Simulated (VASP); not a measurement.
# Ga2O3 (R-3c) in VASP: notebook

Ga2O3 is run at these levels: r2SCAN; tasks: single point.

All numbers are computed with VASP 6.6.1; they aren't measurements. Logs are shortened: lines on timing, memory, paths and dates and some standing lists are left out, and cuts for length are marked.

### 1 The cell of the first run

It takes space group R-3c (No. 167, trigonal). Conventional cell: a = 5.234 Å, b = 5.234 Å, c = 13.442 Å, α = 90.00°, β = 90.00°, γ = 120.00°. Ga (site symmetry 3) has 6 O at 2.00 to 2.13 Å within 2.7 Å. O (site symmetry 2) has 4 Ga at 2.00 to 2.13 Å within 2.7 Å.

### 2 Single point, r2SCAN (strain +0.050 along x and y, +0.000 along z)

Contents of POSCAR:

```
Ga2O3
1.0
    2.6169174711      1.5108780064      4.4806666158
   -2.6169174711      1.5108780064      4.4806666158
    0.0000000000     -3.0217560128      4.4806666158
Ga O
4 6
Direct
    0.3554023483      0.3554023483      0.3554023483
    0.1445976517      0.1445976517      0.1445976517
    0.6445976517      0.6445976517      0.6445976517
    0.8554023483      0.8554023483      0.8554023483
    0.5536262452      0.9463737548      0.2500000000
    0.2500000000      0.5536262452      0.9463737548
    0.9463737548      0.2500000000      0.5536262452
    0.4463737548      0.0536262452      0.7500000000
    0.7500000000      0.4463737548      0.0536262452
    0.0536262452      0.7500000000      0.4463737548
```

Contents of INCAR.step1:

```
SYSTEM = Ga2O3
PREC = Accurate
ENCUT = 520
ISMEAR = 0
SIGMA = 0.05
LREAL = .FALSE.
LASPH = .TRUE.
NELM = 60
NBANDS = 55
GGA = PE
ALGO = Normal
EDIFF = 1E-4
LWAVE = .TRUE.
LCHARG = .FALSE.
```

Contents of INCAR.step2:

```
SYSTEM = Ga2O3
PREC = Accurate
ENCUT = 520
EDIFF = 1E-6
ISMEAR = 0
SIGMA = 0.05
LREAL = .FALSE.
LASPH = .TRUE.
NELM = 60
ALGO = Normal
ISIF = 2
LWAVE = .FALSE.
LCHARG = .FALSE.
METAGGA = R2SCAN
LMIXTAU = .TRUE.
NBANDS = 55
ISTART = 1
```

Contents of KPOINTS:

```
Automatic mesh
0
G
  6 6 6
  0 0 0
```

Potentials or basis: VASP PAW PBE potentials, release 64 (Ga_d, O).

Run with:

```console
cat potpaw_PBE.64/Ga_d/POTCAR potpaw_PBE.64/O/POTCAR > POTCAR
cp INCAR.step1 INCAR
mpirun -np 1 vasp_std > vasp.out
cp INCAR.step2 INCAR
mpirun -np 1 vasp_std > vasp.out
```

OUTCAR:

```text
SYSTEM = Ga2O3
   PREC = Accurate
   ENCUT = 520
   EDIFF = 1E-6
   ISMEAR = 0
   LREAL = .FALSE.
   LASPH = .TRUE.
   NELM = 60
   ISIF = 2
   METAGGA = R2SCAN
   ISTART = 1

 ion  position               nearest neighbor table
   1  0.355  0.355  0.355-  10 2.00   8 2.00   9 2.00   5 2.13   6 2.13   7 2.13   2 2.83
   2  0.145  0.145  0.145-   9 2.00   8 2.00  10 2.00   5 2.13   7 2.13   6 2.13   1 2.83
   3  0.645  0.645  0.645-   7 2.00   5 2.00   6 2.00   8 2.13   9 2.13  10 2.13   4 2.83
   4  0.855  0.855  0.855-   6 2.00   5 2.00   7 2.00   8 2.13  10 2.13   9 2.13   3 2.83
   5  0.554  0.946  0.250-   3 2.00   4 2.00   1 2.13   2 2.13
   6  0.250  0.554  0.946-   4 2.00   3 2.00   1 2.13   2 2.13
   7  0.946  0.250  0.554-   3 2.00   4 2.00   2 2.13   1 2.13
   8  0.446  0.054  0.750-   1 2.00   2 2.00   3 2.13   4 2.13
   9  0.750  0.446  0.054-   2 2.00   1 2.00   3 2.13   4 2.13
  10  0.054  0.750  0.446-   1 2.00   2 2.00   4 2.13   3 2.13

  LATTYP: Found a trigonal (rhomboedric) cell.
 ALAT       =     5.4043855083
 COS(alpha) =     0.5310598614

  Lattice vectors:

 A1 = (   2.6169174711,   1.5108780064,   4.4806666158)
 A2 = (  -2.6169174711,   1.5108780064,   4.4806666158)
 A3 = (   0.0000000000,  -3.0217560128,   4.4806666158)

Analysis of symmetry for initial positions (statically):
=====================================================================
 Subroutine PRICEL returns:
 Original cell was already a primitive cell.

 Routine SETGRP: Setting up the symmetry group for a
 trigonal (rhombohedral) supercell.

 Subroutine GETGRP returns: Found 12 space group operations
 (whereof  6 operations were pure point group operations)
 out of a pool of 12 trial point group operations.

The static configuration has the point symmetry S_6 .
 The point group associated with its full space group is D_3d.

Analysis of symmetry for dynamics (positions and initial velocities):
=====================================================================
 Subroutine PRICEL returns:
 Original cell was already a primitive cell.

 Routine SETGRP: Setting up the symmetry group for a
 trigonal (rhombohedral) supercell.

 Subroutine GETGRP returns: Found 12 space group operations
 (whereof  6 operations were pure point group operations)
 out of a pool of 12 trial point group operations.

The dynamic configuration has the point symmetry S_6 .
 The point group associated with its full space group is D_3d.

 Subroutine INISYM returns: Found 12 space group operations
 (whereof  6 operations are pure point group operations),
 and found     1 'primitive' translations

----------------------------------------------------------------------------------------

                                     Primitive cell

  volume of cell :     106.2951

  direct lattice vectors                    reciprocal lattice vectors
     2.616917471  1.510878006  4.480666616     0.191064489  0.110311134  0.074393692
    -2.616917471  1.510878006  4.480666616    -0.191064489  0.110311134  0.074393692
     0.000000000 -3.021756013  4.480666616     0.000000000 -0.220622269  0.074393692

  length of vectors
     5.404385508  5.404385508  5.404385508     0.232827419  0.232827419  0.232827419

  position of ions in fractional coordinates (direct lattice)
     0.355402348  0.355402348  0.355402348
     0.144597652  0.144597652  0.144597652
     0.644597652  0.644597652  0.644597652
     0.855402348  0.855402348  0.855402348
     0.553626245  0.946373755  0.250000000
     0.250000000  0.553626245  0.946373755
     0.946373755  0.250000000  0.553626245
     0.446373755  0.053626245  0.750000000
     0.750000000  0.446373755  0.053626245
     0.053626245  0.750000000  0.446373755

  ion indices of the primitive-cell ions
   primitive index   ion index
                 1           1
                 2           2
                 3           3
                 4           4
                 5           5
                 6           6
                 7           7
                 8           8
                 9           9
                10          10

----------------------------------------------------------------------------------------

 KPOINTS: Automatic mesh

Automatic generation of k-mesh.
 Grid dimensions read from file:
 generate k-points for:    6    6    6

 Generating k-lattice:

  Cartesian coordinates                     Fractional coordinates (reciprocal lattice)
     0.031844082  0.018385189  0.012398949     0.166666667  0.000000000  0.000000000
    -0.031844082  0.018385189  0.012398949     0.000000000  0.166666667  0.000000000
     0.000000000 -0.036770378  0.012398949     0.000000000  0.000000000  0.166666667

  Length of vectors
     0.038804570  0.038804570  0.038804570

  Shift w.r.t. Gamma in fractional coordinates (k-lattice)
     0.000000000  0.000000000  0.000000000

 Subroutine IBZKPT returns following result:
 ===========================================

 Found     32 irreducible k-points:

 Following reciprocal coordinates:
            Coordinates               Weight
  0.000000  0.000000  0.000000      1.000000
  0.166667 -0.000000 -0.000000      6.000000
  0.333333  0.000000 -0.000000      6.000000
  0.500000  0.000000 -0.000000      3.000000
  0.166667  0.166667 -0.000000      6.000000
  0.333333  0.166667  0.000000     12.000000
[... 16 lines left out ...]
  0.500000  0.500000  0.166667      6.000000
 -0.333333  0.500000  0.166667     12.000000
 [... further k-points ...]
   k-points           NKPTS =     32   k-points in BZ     NKDIM =     32   number of bands    NBANDS=     55
   number of dos      NEDOS =    301   number of ions     NIONS =     10
   total plane-waves  NPLWV =  64000
   dimension x,y,z NGX =    40 NGY =   40 NGZ =   40
   dimension x,y,z NGXF=    80 NGYF=   80 NGZF=   80
   ions per type =               4   6
   NGX,Y,Z   is equivalent  to a cutoff of  12.30, 12.30, 12.30 a.u.
   NGXF,Y,Z  is equivalent  to a cutoff of  24.61, 24.61, 24.61 a.u.
 SYSTEM =  Ga2O3
   PREC   = accura    normal or accurate (medium, high low for compatibility)
   ISTART =      1    job   : 0-new  1-cont  2-samecut
   ICHARG =      0    charge: 1-file 2-atom 10-const
   ISPIN  =      1    spin polarized calculation?
   LNONCOLLINEAR =      F non collinear calculations
   LSORBIT =      F    spin-orbit coupling
   LASPH  =      T    aspherical Exc in radial PAW
   ENCUT  =  520.0 eV  38.22 Ry    6.18 a.u.  10.05 10.05 10.05*2*pi/ulx,y,z
   NELM   =     60;   NELMIN=  2; NELMDL=  0     # of ELM steps
   EDIFF  = 0.1E-05   stopping-criterion for ELM
   LREAL  =      F    real-space projection
   EDIFFG = 0.1E-04   stopping-criterion for IOM
   NSW    =      0    number of steps for IOM
   IBRION =     -1    ionic relax: 0-MD 1-quasi-New 2-CG
   NFREE  =      0    steps in history (QN), initial steepest desc. (CG)
   ISIF   =      2    stress and relaxation
   ISYM   =      2    0-nonsym 1-usesym 2-fastsym
   POTIM  = 0.5000    time-step for ionic-motion
   TEBEG  =    0.0;   TEEND  =   0.0 temperature during run
   PSTRESS=    0.0 pullay stress
   NELECT =      88.0000    total number of electrons
   NUPDOWN=      -1.0000    fix difference up-down
   EMIN   =  10.00;   EMAX   =-10.00  energy-range for DOS
   EFERMI =   0.00;   METHOD = LEGACY
   ISMEAR =     0;   SIGMA  =   0.05  broadening in eV -4-tet -1-fermi 0-gaus
   EFERMI_NEDOS =   21; number of points for ismear=-14 and -15
   IALGO  =     38    algorithm
   IMIX   =      4    mixing-type and parameters
     AMIX     =   0.40;   BMIX     =  1.00
     AMIX_MAG =   1.60;   BMIX_MAG =  1.00
  volume/ion in A,a.u.               =      10.63        71.73
  Fermi-wavevector in a.u.,A,eV,Ry     =   1.537203  2.904893 32.150482  2.362994
  Thomas-Fermi vector in A             =   2.643745
   LORBIT       =      0    0 simple, 1 ext, 2 COOP (PROOUT), +10 PAW based schemes
   METAGGA = R2SCAN    functional components
   LHFCALC =     F    Hartree Fock is set to
   AEXX    =    0.0000 exact exchange contribution
   IVDW    =     0    specifies the selected vdW correction
   LEPSILON=     F    determine dielectric tensor
   LRPA    =     F    only Hartree local field effects (RPA)
 non-spin polarized calculation
 Gauss-broadening in eV      SIGMA  =   0.05
  energy-cutoff  :      520.00
  volume of cell :      106.30
 maximum number of plane-waves:      2902
   NGX = 21   NGY = 21   NGZ = 21

 number of electron      87.9999966 magnetization

 Free energy of the ion-electron system (eV)
  ---------------------------------------------------
  ext. energy  EPLUGINS =         0.00000000
  ---------------------------------------------------
  free energy    TOTEN  =      -101.62770926 eV

  energy without entropy =     -101.62770926  energy(sigma->0) =     -101.62770926

 E-fermi :   3.4044     XC(G=0): -12.5659

 val. band max:        3.1955418529   @ k =  -0.1667   0.1667   0.0000
 cond. band min:       5.5684924740   @ k =   0.0000   0.0000   0.0000
 fundamental gap:      2.3729506211
 Fermi energy:         3.4044087224

 k-point     1 :       0.0000    0.0000    0.0000
  band No.  band energies     occupation
      1     -16.0360      2.00000
      2     -14.3964      2.00000
      3     -14.3964      2.00000
      4     -14.3894      2.00000
      5     -14.3894      2.00000
      6     -14.2545      2.00000
[... 47 lines left out ...]
     54      14.5677      0.00000
     55      15.6698      0.00000

 k-point     2 :       0.1667   -0.0000   -0.0000
  band No.  band energies     occupation
      1     -15.9326      2.00000
      2     -14.5179      2.00000
      3     -14.4194      2.00000
      4     -14.4014      2.00000
      5     -14.3702      2.00000
      6     -14.2579      2.00000
[... 47 lines left out ...]
     54      15.0401      0.00000
     55      15.4978      0.00000

 k-point     3 :       0.3333    0.0000   -0.0000
  band No.  band energies     occupation
      1     -15.6442      2.00000
      2     -14.8248      2.00000
      3     -14.4450      2.00000
      4     -14.4340      2.00000
      5     -14.3454      2.00000
      6     -14.2818      2.00000
[... 1152 lines left out ...]
 k-point    23 :       0.5000    0.5000    0.1667
  band No.  band energies     occupation
      1     -15.3196      2.00000
      2     -14.8153      2.00000
      3     -14.6380      2.00000
      4     -14.4748      2.00000
      5     -14.4598      2.00000
      6     -14.3376      2.00000
[... 47 lines left out ...]
     54      15.4799      0.00000
     55      15.5111      0.00000

 k-point    24 :      -0.3333    0.5000    0.1667
  band No.  band energies     occupation
      1     -15.1759      2.00000
      2     -14.9106      2.00000
      3     -14.6820      2.00000
      4     -14.5768      2.00000
      5     -14.3787      2.00000
      6     -14.3250      2.00000
[... 47 lines left out ...]
     54      15.3136      0.00000
     55      15.5656      0.00000

 [... further k-points ...]
[... 5 lines left out ...]
  --------------------------------------------------------------------------------------
  -------------------------------------------------------------------------------------
  Total      -15.0870448    -15.0870448     -5.5603966      0.0000000      0.0000000      0.0000000
  in kB     -227.4057567   -227.4057567    -83.8113894      0.0000000      0.0000000      0.0000000
  external PRESSURE =    -179.5409676 kB  Pullay stress =       0.0000000 kB

 VOLUME and BASIS-vectors are now :
 -----------------------------------------------------------------------------
  energy-cutoff  :      520.00
  volume of cell :      106.30
      direct lattice vectors                 reciprocal lattice vectors
     2.616917471  1.510878006  4.480666616     0.191064489  0.110311134  0.074393692
    -2.616917471  1.510878006  4.480666616    -0.191064489  0.110311134  0.074393692
     0.000000000 -3.021756013  4.480666616     0.000000000 -0.220622269  0.074393692

 POSITION                                       TOTAL-FORCE (eV/Angst)
 -----------------------------------------------------------------------------------
      0.00000      0.00000      4.77732        -0.000000     -0.000000      0.167555
      0.00000      0.00000      1.94368        -0.000000     -0.000000     -0.167555
      0.00000      0.00000      8.66468        -0.000000     -0.000000     -0.167555
      0.00000      0.00000     11.49832        -0.000000     -0.000000      0.167555
     -1.02779      1.51088      7.84117        -0.073205     -0.000000     -0.000000
     -0.79456     -1.64553      7.84117         0.036602     -0.063397      0.000000
      1.82235      0.13465      7.84117         0.036602      0.063397      0.000000
      1.02779     -1.51088      5.60083         0.073205     -0.000000      0.000000
      0.79456      1.64553      5.60083        -0.036602      0.063397      0.000000
     -1.82235     -0.13465      5.60083        -0.036602     -0.063397      0.000000
 -----------------------------------------------------------------------------------
    total drift:                               -0.000000     -0.000000      0.000000

  FREE ENERGIE OF THE ION-ELECTRON SYSTEM (eV)
  ---------------------------------------------------
  free  energy   TOTEN  =      -101.6277092641 eV

  energy  without entropy=     -101.6277092641  energy(sigma->0) =     -101.62770926
```

Run time: 13 min. Hardware: 1 thread of Intel Xeon 6975P-C, shared host; peak memory 0.34 GiB.

Results:

- Free energy: -101.6277 eV
- Pressure: -18.0 GPa
- Largest force: 0.168 eV/Å
- Band gap on the k mesh: 2.37 eV, indirect (least direct gap 2.51 eV)

Forces in eV/Å, atoms in the order of the input:
```
Ga   0.000  0.000  0.168
Ga   0.000  0.000 -0.168
Ga   0.000  0.000 -0.168
Ga   0.000  0.000  0.168
O   -0.073  0.000  0.000
O    0.037 -0.063  0.000
O    0.037  0.063  0.000
O    0.073  0.000  0.000
O   -0.037  0.063  0.000
O   -0.037 -0.063  0.000
```

Stress tensor (GPa, compression positive):
```
-22.74   0.00   0.00
  0.00 -22.74   0.00
  0.00   0.00  -8.38
```

Levels at points of the mesh, in eV from the valence-band top:
| k point | band 42 | band 43 | band 44 | band 45 | band 46 | band 47 |
| --- | --- | --- | --- | --- | --- | --- |
| (0.00, 0.00, 0.00) | -0.30 | -0.30 | -0.13 | 2.37 | 6.57 | 6.68 |
| (0.50, 0.00, 0.00) | -0.83 | -0.13 | -0.13 | 6.12 | 6.12 | 6.46 |
| (0.50, 0.50, 0.00) | -0.63 | -0.23 | -0.15 | 6.18 | 6.42 | 7.22 |
| (0.50, 0.50, 0.50) | -0.44 | -0.44 | -0.44 | 5.51 | 5.51 | 7.70 |

Caveat: the cell differs from its parent crystal (strain +0.050 along x and y, +0.000 along z); the PAW data sets were made with another functional, which shifts forces and pressure a little. A k mesh can miss the band edges.

### 3 Single point, r2SCAN (strain +0.025 along x and y, +0.050 along z)

Edit POSCAR of step 2 so:

```diff
@@ -2,5 +2,5 @@
 1.0
-    2.6169174711      1.5108780064      4.4806666158
-   -2.6169174711      1.5108780064      4.4806666158
-    0.0000000000     -3.0217560128      4.4806666158
+    2.5546099123      1.4749047206      4.7046999466
+   -2.5546099123      1.4749047206      4.7046999466
+    0.0000000000     -2.9498094411      4.7046999466
 Ga O
```

Contents of INCAR.step1:

```
ALGO = Normal ; EDIFF = 1E-4
ENCUT = 520 ; GGA = PE
ISMEAR = 0 ; LASPH = T
LCHARG = F ; LREAL = F
LWAVE = T ; NBANDS = 55
NELM = 60 ; PREC = Accurate
SIGMA = 0.05
```

Contents of INCAR.step2:

```
ALGO = Normal ; EDIFF = 1E-6
ENCUT = 520 ; ISIF = 2
ISMEAR = 0 ; ISTART = 1
LASPH = T ; LCHARG = F
LMIXTAU = T ; LREAL = F
LWAVE = F ; METAGGA = R2SCAN
NBANDS = 55 ; NELM = 60
PREC = Accurate ; SIGMA = 0.05
```

Contents of KPOINTS:

```
k-points
0
Gamma
  6 6 6
```

Potentials or basis: VASP PAW PBE potentials, release 64 (Ga_d, O).

Run with:

```console
cat potpaw_PBE.64/Ga_d/POTCAR potpaw_PBE.64/O/POTCAR > POTCAR
cp INCAR.step1 INCAR
mpirun -np 1 vasp_std > vasp.out
cp INCAR.step2 INCAR
mpirun -np 1 vasp_std > vasp.out
```

Run time: 17 min. Hardware: 1 thread of Intel Xeon 6975P-C, shared host; peak memory 0.37 GiB.

It converged, with:

- Free energy: -101.7850 eV
- Pressure: -17.0 GPa
- Largest force: 0.107 eV/Å
- Band gap on the k mesh: 2.49 eV, indirect (least direct gap 2.67 eV)

Forces on the atoms (eV/Å):
```
Ga   0.000  0.000 -0.107
Ga   0.000  0.000  0.107
Ga   0.000  0.000  0.107
Ga   0.000  0.000 -0.107
O   -0.011  0.000  0.000
O    0.005 -0.009  0.000
O    0.005  0.009  0.000
O    0.011  0.000  0.000
O   -0.005  0.009  0.000
O   -0.005 -0.009  0.000
```

Stress tensor (GPa, compression positive):
```
-15.57   0.00   0.00
  0.00 -15.57   0.00
  0.00   0.00 -19.95
```

Levels at points of the mesh, in eV from the valence-band top:
```
           k point  band 40  band 41  band 42  band 43  band 44  band 45  band 46  band 47  band 48  band 49
(0.00, 0.00, 0.00)    -0.39    -0.25    -0.25    -0.18    -0.18     2.49     6.47     7.03     8.90    10.03
(0.50, 0.00, 0.00)    -1.10    -0.88    -0.88    -0.18    -0.18     6.13     6.13     6.63     6.63    10.12
(0.50, 0.50, 0.00)    -0.88    -0.76    -0.74    -0.31    -0.17     6.24     6.49     7.44     7.55     8.85
(0.50, 0.50, 0.50)    -1.38    -0.23    -0.23    -0.23    -0.23     5.64     5.64     7.66     7.66     9.75
```

Caveat: the cell differs from its parent crystal (strain +0.025 along x and y, +0.050 along z); the PAW data sets were made with another functional, which shifts forces and pressure a little.
